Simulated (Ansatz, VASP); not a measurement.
## One calculation of CdSe, two programs

File INCAR:

```
SYSTEM = CdSe
PREC     = Accurate       ! precision mode
ENCUT    = 520            ! plane-wave cutoff, eV
EDIFF    = 1E-6           ! SCF threshold, eV
ISMEAR   = 0              ! smearing method
SIGMA    = 0.01           ! smearing width, eV
LREAL    = .False.        ! projectors in reciprocal space
LASPH    = .True.         ! aspherical terms in the spheres
NELM     = 100            ! most SCF steps
ALGO     = Normal         ! electronic algorithm
ISIF     = 2              ! what is computed and relaxed
LWAVE    = .False.        ! write WAVECAR
LCHARG   = .True.         ! write CHGCAR
GGA      = PS             ! functional
LELF     = .True.         ! ELF
LVHAR    = .True.       
NBANDS   = 16             ! bands
```

Contents of KPOINTS:

```
regular mesh
0
Gamma
  6 6 6
  0 0 0
```

Contents of POSCAR:

```
CdSe
1.0
    0.0000000000      3.0413470752      3.0413470752
    3.0413470752      0.0000000000      3.0413470752
    3.0413470752      3.0413470752      0.0000000000
Cd Se
1 1
Direct
    0.0000000000      0.0000000000      0.0000000000
    0.7500000000      0.7500000000      0.7500000000
```

Input for Ansatz:

```yaml
crystal:
  lattice:
    - [0.0, 3.04134707518, 3.04134707518]
    - [3.04134707518, 0.0, 3.04134707518]
    - [3.04134707518, 3.04134707518, 0.0]
  atoms:
    - { symbol: Cd, position: [0.0, 0.0, 0.0] }
    - { symbol: Se, position: [0.75, 0.75, 0.75] }
kpoints:
  mp_grid: { grid: [6, 6, 6] }
scf:
  occupations: { method: fixed }
hamiltonian:
  xc: pbesol
  pseudopotentials: { kind: all_electron, lapw: { basis_error: 0.001 } }
output:
  forces: true
  stress: true
  eigenvalues: true
  eigenstates:
    nscf_kmesh: { grid: [12, 12, 12] }
    de_dk: true
    e_range: [-9, 10.48066821851]
  optics:
    e_range: [0, 20]
    de: 0.2
    sigma: 0.2
    bands: { spectra_wanted_up_to: 20 }
    nscf_kmesh: { grid: [12, 12, 12] }
checkpoint:
  write: ck
  write_wavefunctions: false
```

Alike in both runs: task single point; functional PBEsol; k mesh 6 × 6 × 6; no spin polarisation.

|  | VASP | Ansatz |
| --- | --- | --- |
| version | VASP 6.6.1 | Ansatz 0.2.0 |
| potentials or method | VASP PAW PBE potentials, release 64 (Cd, Se), cutoff 520 eV | all-electron LAPW, scalar-relativistic |
| occupations | gaussian, width 0.01 eV | fixed |

```csv
,VASP,Ansatz,Ansatz less VASP
gap on the k mesh at the Fermi level (eV),0.48,0.48,-0.001
pressure (GPa),0.3,0.0,-0.32
```

VASP's potentials were made for PBE, not for PBEsol. Ansatz ran all-electron here, and VASP with PAW potentials.
